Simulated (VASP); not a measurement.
Wanted: the native input for a VASP 6.6.1 run.

* Task: single point
* Functional: PBE
* Potentials or basis: VASP PAW PBE potentials, release 64 (Hf_pv, Cd)
* Cutoff: 500 eV
* k mesh: 4 × 4 × 4
* Occupations: gaussian, width 0.1 eV
* Spin: no spin polarisation
* Dipole correction: no
* Further INCAR settings: ALGO = Normal; EDIFF = 1e-06; NBANDS = 43

The structure of HfCd2 lies in POSCAR:

```
HfCd2
1.0
    4.0368972258      0.0000000000      0.0000000000
    0.0000000000      4.0368972258      0.0000000000
    0.0000000000      0.0000000000      8.1751840099
Hf Cd
2 4
Direct
    0.0000000000      0.5000000000      0.6079770671
    0.5000000000      0.0000000000      0.3920229329
    0.0000000000      0.0000000000      0.0000000000
    0.5000000000      0.5000000000      0.0000000000
    0.0000000000      0.5000000000      0.2608461620
    0.5000000000      0.0000000000      0.7391538380
```

The input as run:

INCAR

```
SYSTEM = HfCd2
  PREC = Accurate
  ENCUT = 500
  EDIFF = 1E-6
  ISMEAR = 0
  SIGMA = 0.1
  LREAL = .False.
  LASPH = .True.
  NELM = 120
  ALGO = Normal
  ISIF = 2
  LWAVE = .False.
  LCHARG = .False.
  GGA = PE
  NBANDS = 43
  GGA_COMPAT = .False.
```

KPOINTS

```
regular mesh
0
Gamma
  4 4 4
  0 0 0
```

Potentials or basis: VASP PAW PBE potentials, release 64 (Hf_pv, Cd).

Command:

```sh
$ cat potpaw_PBE.64/Hf_pv/POTCAR potpaw_PBE.64/Cd/POTCAR > POTCAR
$ mpirun -np 1 vasp_std > vasp.out
```

It gave:

```
Pressure               : 0.3 GPa
Largest force          : 0.077 eV/Å
Band gap on the k mesh : zero (bands 34 and 35 overlap by 1.81 eV)
```

Caveat: the k points lie up to 0.39 Å⁻¹ apart, too coarse for converged energies and pressures of a metal; spin-orbit coupling is left out, which moves the levels of the heavy elements.

Wall time 84 s on 1 thread of Oxide Virtual Turin-like Processor, on a shared host, peak memory 0.22 GiB.
